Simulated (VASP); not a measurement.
The system is TiSi.

```
Ti Si
1.0
     0.00000   -3.13218    3.13218
     3.13218   -3.13218    0.00000
     3.13218    0.00000    3.13218
Ti Si
2 2
Cartesian
  0.0000 0.0000 0.0000
  3.1322 -3.1322 3.1322
  1.5661 -1.5661 1.5661
  4.6983 -4.6983 4.6983
```

| Item | Value |
| --- | --- |
| Program | VASP 6.6.1 |
| Task | relaxation of cell and atoms |
| Functional | PBEsol |
| Potentials or basis | VASP PAW PBE potentials, release 64 (Ti_sv, Si) |
| Cutoff | 600 eV |
| k mesh | 12 × 12 × 12 |
| Occupations | gaussian, width 0.1 eV |
| Spin | no spin polarisation |

At the start: pressure -6.2 GPa; volume 15.36 Å³/atom.

Where does the relaxation end?

Over 3 steps the energy falls by 15.2 meV/atom and the volume is 14.61 Å³/atom (-4.9 %); space group Pm-3m (No. 221, to 0.05 Å).

Step by step:
```csv
step,energy change (eV),largest force (eV/Å),pressure (GPa),volume (Å³)
1,0.0000,0.0000,-6.17,61.46
2,-0.0266,0.0000,5.32,56.34
3,-0.0606,0.0000,-0.02,58.45
```

Final structure:
```
Ti Si
1.0
     0.00000   -3.08030    3.08030
     3.08030   -3.08030    0.00000
     3.08030    0.00000    3.08030
Ti Si
2 2
Cartesian
  0.0000 0.0000 0.0000
  3.0803 -3.0803 3.0803
  1.5402 -1.5402 1.5402
  4.6205 -4.6205 4.6205
```

Caveat: the PAW data sets were made with another functional, which shifts forces and pressure a little.
